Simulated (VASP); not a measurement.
A run of VASP 6.6.1:

The input INCAR:

```
PREC = Accurate
ENCUT = 520
EDIFF = 1E-6
ISMEAR = -1
SIGMA = 0.1
LREAL = False
LASPH = True
NELM = 100
ALGO = Normal
ISIF = 2
LWAVE = False
LCHARG = False
GGA = B5
ALDAX = 1.0
AGGAX = 1.0
AGGAC = 1.0
ALDAC = 0.0
NBANDS = 12
```

File KPOINTS:

```
regular mesh
0
Gamma
  15 15 15
```

File POSCAR:

```
Zn
1.0
    0.0000000000      2.0038194757      2.0038194757
    2.0038194757      0.0000000000      2.0038194757
    2.0038194757      2.0038194757      0.0000000000
Zn
1
Direct
    0.0000000000      0.0000000000      0.0000000000
```

Potentials or basis: VASP PAW PBE potentials, release 64 (Zn).

Run with:

```sh
$ cat potpaw_PBE.64/Zn/POTCAR > POTCAR
$ mpirun -np 1 vasp_std > vasp.out
```

Hardware: 1 thread of Intel(R) Xeon(R) 6975P-C (Granite Rapids) (shared host).

**Question.** Estimate the wall time of this run.

**Answer.** Run time: 9.6 s on 1 thread of Intel(R) Xeon(R) 6975P-C (Granite Rapids) (shared host), peak memory 0.15 GiB. Counts: scf iterations 11, k points 120.
